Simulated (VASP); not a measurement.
Wanted: the native input for a VASP 6.6.1 run.

```
Task                   : single point
Functional             : PBE
Potentials or basis    : VASP PAW PBE potentials, release 64 (Ru_pv, W_sv)
Cutoff                 : 500 eV
k mesh                 : 18 × 18 × 18
Occupations            : gaussian, width 0.1 eV
Spin                   : no spin polarisation
Dipole correction      : no
Further INCAR settings : ALGO = Normal; EDIFF = 1e-06; NBANDS = 28
```

The structure of RuW2 lies in POSCAR:

```
RuW2
1.0
   -1.5844803707      1.5844803707      4.6614213283
    1.5844803707     -1.5844803707      4.6614213283
    1.5844803707      1.5844803707     -4.6614213283
Ru W
1 2
Direct
    0.0000000000      0.0000000000      0.0000000000
    0.6712605525      0.6712605525      0.0000000000
    0.3287394475      0.3287394475      0.0000000000
```

These files were run (other wordings do the same):

INCAR

```
SYSTEM = RuW2
  PREC = Accurate
  ENCUT = 500
  EDIFF = 1E-6
  ISMEAR = 0
  SIGMA = 0.1
  LREAL = .FALSE.
  LASPH = .TRUE.
  NELM = 120
  ALGO = Normal
  ISIF = 2
  LWAVE = .FALSE.
  LCHARG = .FALSE.
  GGA = PE
  NBANDS = 28
  GGA_COMPAT = .FALSE.
```

KPOINTS

```
Automatic mesh
0
G
  18 18 18
  0 0 0
```

Potentials or basis: VASP PAW PBE potentials, release 64 (Ru_pv, W_sv).

Launch:

```sh
$ cat potpaw_PBE.64/Ru_pv/POTCAR potpaw_PBE.64/W_sv/POTCAR > POTCAR
$ mpirun -np 1 vasp_std > vasp.out
```

Results of the run:

```
Pressure               : 0.4 GPa
Largest force          : 0.021 eV/Å
Band gap on the k mesh : zero (bands 21 and 22 overlap by 1.42 eV)
```

Caveat: spin-orbit coupling is left out, which moves the levels of the heavy elements.

Run time: 14 min on 1 thread of AMD EPYC 9R45 96-Core Processor (Zen 5), with other jobs on the host, peak memory 0.62 GiB.
